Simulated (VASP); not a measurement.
# HfC5 (F-43m) in VASP: notebook

HfC5 is run at these levels: PBE; tasks: single point.

Everything below comes from runs of VASP 6.6.1. Logs are shortened: lines on timing, memory, paths and dates and some standing lists are left out, and cuts for length are marked.

**1. The cell of the first run**

It takes space group F-43m (No. 216, cubic). Conventional cell: a = 5.988 Å, b = 5.988 Å, c = 5.988 Å, α = 90.00°, β = 90.00°, γ = 90.00°. Hf (site symmetry -43m) has 16 C at 2.57 to 2.59 Å within 3.4 Å. C (site symmetry -43m) has 12 C at 2.45 Å and 4 Hf at 2.59 Å within 3.2 Å. C (site symmetry 3m) has 3 C at 1.55 Å within 2.1 Å.

The cell was generated, and may not be a known phase.

**2. Single point, PBE**

File INCAR:

```
SYSTEM = HfC5
PREC = Accurate ; ENCUT = 600
EDIFF = 1E-6 ; ISMEAR = 0
SIGMA = 0.2 ; LREAL = .False.
LASPH = .True. ; NELM = 120
ALGO = Normal ; ISIF = 2
LWAVE = .False. ; LCHARG = .False.
GGA = PE ; NBANDS = 24
GGA_COMPAT = .False.
```

File KPOINTS:

```
Automatic mesh
0
Gamma
  4 4 4
  0 0 0
```

File POSCAR:

```
HfC5
1.0
    0.0000000000      2.9938587165      2.9938587165
    2.9938587165      0.0000000000      2.9938587165
    2.9938587165      2.9938587165      0.0000000000
Hf C
1 5
Direct
    0.0000000000      0.0000000000      0.0000000000
    0.7500000000      0.7500000000      0.7500000000
    0.4084465529      0.4084465529      0.7746603412
    0.4084465529      0.7746603412      0.4084465529
    0.4084465529      0.4084465529      0.4084465529
    0.7746603412      0.4084465529      0.4084465529
```

Potentials or basis: VASP PAW PBE potentials, release 64 (Hf_pv, C).

Command:

```
$ cat potpaw_PBE.64/Hf_pv/POTCAR potpaw_PBE.64/C/POTCAR > POTCAR
$ mpirun -np 1 vasp_std > vasp.out
```

OUTCAR:

```text
SYSTEM = HfC5
   PREC = Accurate
   ENCUT = 600
   EDIFF = 1E-6
   ISMEAR = 0
   LREAL = .False.
   LASPH = .True.
   NELM = 120
   ISIF = 2
   GGA = PE

 ion  position               nearest neighbor table
   1  0.000  0.000  0.000-   4 2.57   6 2.57   3 2.57   5 2.57   5 2.57   5 2.57   3 2.57   4 2.57
                             6 2.57   3 2.57   4 2.57   6 2.57   2 2.59   2 2.59   2 2.59   2 2.59
   2  0.750  0.750  0.750-   1 2.59   1 2.59   1 2.59   1 2.59
   3  0.408  0.408  0.775-   4 1.55   5 1.55   6 1.55   1 2.57   1 2.57   1 2.57
   4  0.408  0.775  0.408-   3 1.55   5 1.55   6 1.55   1 2.57   1 2.57   1 2.57
   5  0.408  0.408  0.408-   3 1.55   4 1.55   6 1.55   1 2.57   1 2.57   1 2.57
   6  0.775  0.408  0.408-   3 1.55   4 1.55   5 1.55   1 2.57   1 2.57   1 2.57

  LATTYP: Found a face centered cubic cell.
 ALAT       =     5.9877174330

  Lattice vectors:

 A1 = (   0.0000000000,   2.9938587165,   2.9938587165)
 A2 = (   2.9938587165,   0.0000000000,   2.9938587165)
 A3 = (   2.9938587165,   2.9938587165,   0.0000000000)

Analysis of symmetry for initial positions (statically):
=====================================================================
 Subroutine PRICEL returns:
 Original cell was already a primitive cell.

 Routine SETGRP: Setting up the symmetry group for a
 face centered cubic supercell.

 Subroutine GETGRP returns: Found 24 space group operations
 (whereof 24 operations were pure point group operations)
 out of a pool of 48 trial point group operations.

The static configuration has the point symmetry T_d .

Analysis of symmetry for dynamics (positions and initial velocities):
=====================================================================
 Subroutine PRICEL returns:
 Original cell was already a primitive cell.

 Routine SETGRP: Setting up the symmetry group for a
 face centered cubic supercell.

 Subroutine GETGRP returns: Found 24 space group operations
 (whereof 24 operations were pure point group operations)
 out of a pool of 48 trial point group operations.

The dynamic configuration has the point symmetry T_d .

 Subroutine INISYM returns: Found 24 space group operations
 (whereof 24 operations are pure point group operations),
 and found     1 'primitive' translations

----------------------------------------------------------------------------------------

                                     Primitive cell

  volume of cell :      53.6690

[... 82 lines left out ...]
   NSW    =      0    number of steps for IOM
   IBRION =     -1    ionic relax: 0-MD 1-quasi-New 2-CG
   NFREE  =      0    steps in history (QN), initial steepest desc. (CG)
   ISIF   =      2    stress and relaxation
   ISYM   =      2    0-nonsym 1-usesym 2-fastsym
   POTIM  = 0.5000    time-step for ionic-motion
   TEBEG  =    0.0;   TEEND  =   0.0 temperature during run
   PSTRESS=    0.0 pullay stress
   NELECT =      30.0000    total number of electrons
   NUPDOWN=      -1.0000    fix difference up-down
   EMIN   =  10.00;   EMAX   =-10.00  energy-range for DOS
   EFERMI =   0.00;   METHOD = LEGACY
   ISMEAR =     0;   SIGMA  =   0.20  broadening in eV -4-tet -1-fermi 0-gaus
   EFERMI_NEDOS =   21; number of points for ismear=-14 and -15
   IALGO  =     38    algorithm
   IMIX   =      4    mixing-type and parameters
     AMIX     =   0.40;   BMIX     =  1.00
     AMIX_MAG =   1.60;   BMIX_MAG =  1.00
  volume/ion in A,a.u.               =       8.94        60.36
  Fermi-wavevector in a.u.,A,eV,Ry     =   1.348571  2.548430 24.744165  1.818645
  Thomas-Fermi vector in A             =   2.476229
   LORBIT       =      0    0 simple, 1 ext, 2 COOP (PROOUT), +10 PAW based schemes
   GGA     = PE    functional components
   LHFCALC =     F    Hartree Fock is set to
   AEXX    =    0.0000 exact exchange contribution
   IVDW    =     0    specifies the selected vdW correction
   LEPSILON=     F    determine dielectric tensor
   LRPA    =     F    only Hartree local field effects (RPA)
 non-spin polarized calculation
 Gauss-broadening in eV      SIGMA  =   0.20
  energy-cutoff  :      600.00
  volume of cell :       53.67
 maximum number of plane-waves:      1812
 NGX is ok and might be reduce to    36
   NGX = 17   NGY = 17   NGZ = 17

 number of electron      30.0000001 magnetization

 Free energy of the ion-electron system (eV)
  ---------------------------------------------------
  ext. energy  EPLUGINS =         0.00000000
  ---------------------------------------------------
  free energy    TOTEN  =       -43.71977752 eV

  energy without entropy =      -43.69284988  energy(sigma->0) =      -43.70631370

 E-fermi :   6.6009     XC(G=0): -12.3458

 val. band max:        6.4449603815   @ k =   0.2500   0.0000   0.0000
 cond. band min:       6.7738472502   @ k =  -0.2500   0.5000   0.2500
 fundamental gap:      0.3288868687
 Fermi energy:         6.6008805975

 k-point     1 :       0.0000    0.0000    0.0000
  band No.  band energies     occupation
      1     -24.4415      2.00000
      2     -24.4415      2.00000
      3     -24.4415      2.00000
      4     -14.2230      2.00000
      5      -4.2410      2.00000
      6      -2.3829      2.00000
[... 205 lines left out ...]
     23      13.1031      0.00000
     24      14.0338      0.00000

------------------------ aborting loop because EDIFF is reached ----------------------------------------

  FORCE on cell =-STRESS in cart. coord.  units (eV):
  Direction    XX          YY          ZZ          XY          YZ          ZX
  --------------------------------------------------------------------------------------
  -------------------------------------------------------------------------------------
  Total       -0.4287009     -0.4287009     -0.4287009      0.0000000      0.0000000      0.0000000
  in kB      -12.7979696    -12.7979696    -12.7979696      0.0000000      0.0000000      0.0000000
  external PRESSURE =     -12.7979696 kB  Pullay stress =       0.0000000 kB

 VOLUME and BASIS-vectors are now :
 -----------------------------------------------------------------------------
  energy-cutoff  :      600.00
  volume of cell :       53.67
      direct lattice vectors                 reciprocal lattice vectors
     0.000000000  2.993858717  2.993858717    -0.167008549  0.167008549  0.167008549
     2.993858717  0.000000000  2.993858717     0.167008549 -0.167008549  0.167008549
     2.993858717  2.993858717  0.000000000     0.167008549  0.167008549 -0.167008549

 POSITION                                       TOTAL-FORCE (eV/Angst)
 -----------------------------------------------------------------------------------
      0.00000      0.00000      0.00000         0.000000      0.000000      0.000000
      4.49079      4.49079      4.49079         0.000000      0.000000      0.000000
      3.54205      3.54205      2.44566         0.063818      0.063818     -0.063818
      3.54205      2.44566      3.54205         0.063818     -0.063818      0.063818
      2.44566      2.44566      2.44566        -0.063818     -0.063818     -0.063818
      2.44566      3.54205      3.54205        -0.063818      0.063818      0.063818
 -----------------------------------------------------------------------------------
    total drift:                                0.000000      0.000000      0.000000

  FREE ENERGIE OF THE ION-ELECTRON SYSTEM (eV)
  ---------------------------------------------------
  free  energy   TOTEN  =       -43.7197775228 eV

  energy  without entropy=      -43.6928498758  energy(sigma->0) =      -43.70631370
```

OSZICAR:

```text
N       E                     dE             d eps       ncg     rms          rms(c)
DAV:   1     0.110376553195E+03    0.11038E+03   -0.17002E+04   384   0.135E+03
DAV:   2    -0.417522897117E+02   -0.15213E+03   -0.14432E+03   512   0.286E+02
DAV:   3    -0.479015027056E+02   -0.61492E+01   -0.60473E+01   520   0.458E+01
DAV:   4    -0.479782511085E+02   -0.76748E-01   -0.76666E-01   464   0.567E+00
DAV:   5    -0.479793018445E+02   -0.10507E-02   -0.10504E-02   512   0.578E-01    0.346E+01
DAV:   6    -0.438454573012E+02    0.41338E+01   -0.11444E+01   456   0.168E+01    0.290E+01
DAV:   7    -0.437629229264E+02    0.82534E-01   -0.20769E+00   512   0.745E+00    0.204E+01
DAV:   8    -0.437392173447E+02    0.23706E-01   -0.42440E-01   520   0.302E+00    0.482E+00
DAV:   9    -0.437204062488E+02    0.18811E-01   -0.80217E-02   496   0.150E+00    0.513E-01
DAV:  10    -0.437201116904E+02    0.29456E-03   -0.97981E-03   464   0.596E-01    0.216E-01
DAV:  11    -0.437197927600E+02    0.31893E-03   -0.89122E-04   488   0.177E-01    0.250E-01
DAV:  12    -0.437197821350E+02    0.10625E-04   -0.77992E-05   496   0.527E-02    0.671E-02
DAV:  13    -0.437197777538E+02    0.43813E-05   -0.22784E-05   456   0.278E-02    0.279E-02
DAV:  14    -0.437197775228E+02    0.23100E-06   -0.42125E-06   432   0.118E-02
   1 F= -.43719778E+02 E0= -.43706314E+02  d E =-.269276E-01
```

It took 17 s on 1 thread of Intel Xeon Platinum 8259CL at 2.50GHz (Skylake/Cascade Lake), shared host; peak memory 0.2 GiB.

What came out:

```
Free energy            : -43.7198 eV
Pressure               : -1.3 GPa
Largest force          : 0.111 eV/Å
Band gap on the k mesh : zero (bands 15 and 16 overlap by 2.00 eV)
```

Forces on the atoms (eV/Å):
```
Hf   0.000  0.000  0.000
C    0.000  0.000  0.000
C    0.064  0.064 -0.064
C    0.064 -0.064  0.064
C   -0.064 -0.064 -0.064
C   -0.064  0.064  0.064
```

Caveat: the k points lie up to 0.45 Å⁻¹ apart, too coarse for converged energies and pressures of a metal; spin-orbit coupling is left out, which moves the levels of the heavy elements.

**3. Single point, PBE**

File INCAR:

```
  ALGO = Normal
  EDIFF = 1E-6
  ENCUT = 600
  GGA = PE
  GGA_COMPAT = False
  ISIF = 2
  ISMEAR = 0
  LASPH = True
  LCHARG = True
  LELF = True
  LREAL = False
  LVHAR = True
  LWAVE = False
  NBANDS = 24
  NELM = 120
  PREC = Accurate
  SIGMA = 0.2
```

File KPOINTS:

```
k-points
0
Gamma
  4 4 4
```

File POSCAR:

```
HfC5
1.0
    0.0000000000      2.9941744794      2.9941744794
    2.9941744794      0.0000000000      2.9941744794
    2.9941744794      2.9941744794      0.0000000000
Hf C
1 5
Direct
    0.0000000000      0.0000000000      0.0000000000
    0.5914977178      0.5914977178      0.2255068465
    0.5914977178      0.5914977178      0.5914977178
    0.2255068465      0.5914977178      0.5914977178
    0.5914977178      0.2255068465      0.5914977178
    0.2500000000      0.2500000000      0.2500000000
```

Potentials or basis: VASP PAW PBE potentials, release 64 (Hf_pv, C).

Command:

```
$ cat potpaw_PBE.64/Hf_pv/POTCAR potpaw_PBE.64/C/POTCAR > POTCAR
$ mpirun -np 1 vasp_std > vasp.out
```

OUTCAR:

```text
EDIFF = 1E-6
   ENCUT = 600
   GGA = PE
   ISIF = 2
   ISMEAR = 0
   LASPH = True
   LREAL = False
   NELM = 120
   PREC = Accurate

 ion  position               nearest neighbor table
   1  0.000  0.000  0.000-   2 2.57   5 2.57   2 2.57   4 2.57   4 2.57   5 2.57   3 2.57   3 2.57
                             3 2.57   2 2.57   4 2.57   5 2.57   6 2.59   6 2.59   6 2.59   6 2.59
   2  0.591  0.591  0.226-   3 1.55   4 1.55   5 1.55   1 2.57   1 2.57   1 2.57
   3  0.591  0.591  0.591-   2 1.55   4 1.55   5 1.55   1 2.57   1 2.57   1 2.57
   4  0.226  0.591  0.591-   2 1.55   3 1.55   5 1.55   1 2.57   1 2.57   1 2.57
   5  0.591  0.226  0.591-   2 1.55   3 1.55   4 1.55   1 2.57   1 2.57   1 2.57
   6  0.250  0.250  0.250-   1 2.59   1 2.59   1 2.59   1 2.59

  LATTYP: Found a face centered cubic cell.
 ALAT       =     5.9883489588

  Lattice vectors:

 A1 = (   0.0000000000,   2.9941744794,   2.9941744794)
 A2 = (   2.9941744794,   0.0000000000,   2.9941744794)
 A3 = (   2.9941744794,   2.9941744794,   0.0000000000)

Analysis of symmetry for initial positions (statically):
=====================================================================
 Subroutine PRICEL returns:
 Original cell was already a primitive cell.

 Routine SETGRP: Setting up the symmetry group for a
 face centered cubic supercell.

 Subroutine GETGRP returns: Found 24 space group operations
 (whereof 24 operations were pure point group operations)
 out of a pool of 48 trial point group operations.

The static configuration has the point symmetry T_d .

Analysis of symmetry for dynamics (positions and initial velocities):
=====================================================================
 Subroutine PRICEL returns:
 Original cell was already a primitive cell.

 Routine SETGRP: Setting up the symmetry group for a
 face centered cubic supercell.

[... 114 lines left out ...]
     AMIX     =   0.40;   BMIX     =  1.00
     AMIX_MAG =   1.60;   BMIX_MAG =  1.00
  volume/ion in A,a.u.               =       8.95        60.38
  Fermi-wavevector in a.u.,A,eV,Ry     =   1.348429  2.548162 24.738947  1.818261
  Thomas-Fermi vector in A             =   2.476099
   LORBIT       =      0    0 simple, 1 ext, 2 COOP (PROOUT), +10 PAW based schemes
   GGA     = PE    functional components
   LHFCALC =     F    Hartree Fock is set to
   AEXX    =    0.0000 exact exchange contribution
   IVDW    =     0    specifies the selected vdW correction
   LEPSILON=     F    determine dielectric tensor
   LRPA    =     F    only Hartree local field effects (RPA)
 non-spin polarized calculation
 Gauss-broadening in eV      SIGMA  =   0.20
  energy-cutoff  :      600.00
  volume of cell :       53.69
 maximum number of plane-waves:      1812
 NGX is ok and might be reduce to    36
   NGX = 17   NGY = 17   NGZ = 17

 number of electron      30.0000001 magnetization

 Free energy of the ion-electron system (eV)
  ---------------------------------------------------
  ext. energy  EPLUGINS =         0.00000000
  ---------------------------------------------------
  free energy    TOTEN  =       -43.71935140 eV

  energy without entropy =      -43.69236052  energy(sigma->0) =      -43.70585596

 E-fermi :   6.5970     XC(G=0): -12.3434

 val. band max:        6.4424082988   @ k =   0.2500   0.0000   0.0000
 cond. band min:       6.7702399895   @ k =  -0.2500   0.5000   0.2500
 fundamental gap:      0.3278316907
 Fermi energy:         6.5969519835

 k-point     1 :       0.0000    0.0000    0.0000
  band No.  band energies     occupation
      1     -24.4478      2.00000
      2     -24.4478      2.00000
      3     -24.4478      2.00000
      4     -14.2387      2.00000
      5      -4.2473      2.00000
      6      -2.3918      2.00000
[... 205 lines left out ...]
     23      13.1073      0.00000
     24      14.0326      0.00000

------------------------ aborting loop because EDIFF is reached ----------------------------------------

  FORCE on cell =-STRESS in cart. coord.  units (eV):
  Direction    XX          YY          ZZ          XY          YZ          ZX
  --------------------------------------------------------------------------------------
  -------------------------------------------------------------------------------------
  Total       -0.4167046     -0.4167046     -0.4167046      0.0000000      0.0000000      0.0000000
  in kB      -12.4359111    -12.4359111    -12.4359111      0.0000000      0.0000000      0.0000000
  external PRESSURE =     -12.4359111 kB  Pullay stress =       0.0000000 kB

 VOLUME and BASIS-vectors are now :
 -----------------------------------------------------------------------------
  energy-cutoff  :      600.00
  volume of cell :       53.69
      direct lattice vectors                 reciprocal lattice vectors
     0.000000000  2.994174479  2.994174479    -0.166990936  0.166990936  0.166990936
     2.994174479  0.000000000  2.994174479     0.166990936 -0.166990936  0.166990936
     2.994174479  2.994174479  0.000000000     0.166990936  0.166990936 -0.166990936

 POSITION                                       TOTAL-FORCE (eV/Angst)
 -----------------------------------------------------------------------------------
      0.00000      0.00000      0.00000         0.000000      0.000000      0.000000
      2.44625      2.44625      3.54209        -0.081212     -0.081212      0.081212
      3.54209      3.54209      3.54209         0.081212      0.081212      0.081212
      3.54209      2.44625      2.44625         0.081212     -0.081212     -0.081212
      2.44625      3.54209      2.44625        -0.081212      0.081212     -0.081212
      1.49709      1.49709      1.49709         0.000000      0.000000      0.000000
 -----------------------------------------------------------------------------------
    total drift:                                0.000000      0.000000      0.000000

  FREE ENERGIE OF THE ION-ELECTRON SYSTEM (eV)
  ---------------------------------------------------
  free  energy   TOTEN  =       -43.7193514032 eV

  energy  without entropy=      -43.6923605171  energy(sigma->0) =      -43.70585596
```

Wall time 26 s (1 thread of Intel Xeon Platinum 8259CL at 2.50GHz (Skylake/Cascade Lake), shared host); peak memory 0.2 GiB.

Results:

| Quantity | Value |
| --- | --- |
| Free energy | -43.7194 eV |
| Pressure | -1.2 GPa |
| Largest force | 0.141 eV/Å |
| Band gap on the k mesh | zero (bands 15 and 16 overlap by 2.00 eV) |

Forces in eV/Å, atoms in the order of the input:
```
Hf   0.000  0.000  0.000
C   -0.081 -0.081  0.081
C    0.081  0.081  0.081
C    0.081 -0.081 -0.081
C   -0.081  0.081 -0.081
C    0.000  0.000  0.000
```

Caveat: the k points lie up to 0.45 Å⁻¹ apart, too coarse for converged energies and pressures of a metal; spin-orbit coupling is left out, which moves the levels of the heavy elements.

The gap in the log of VASP goes by the Fermi energy; the results here count the filled bands.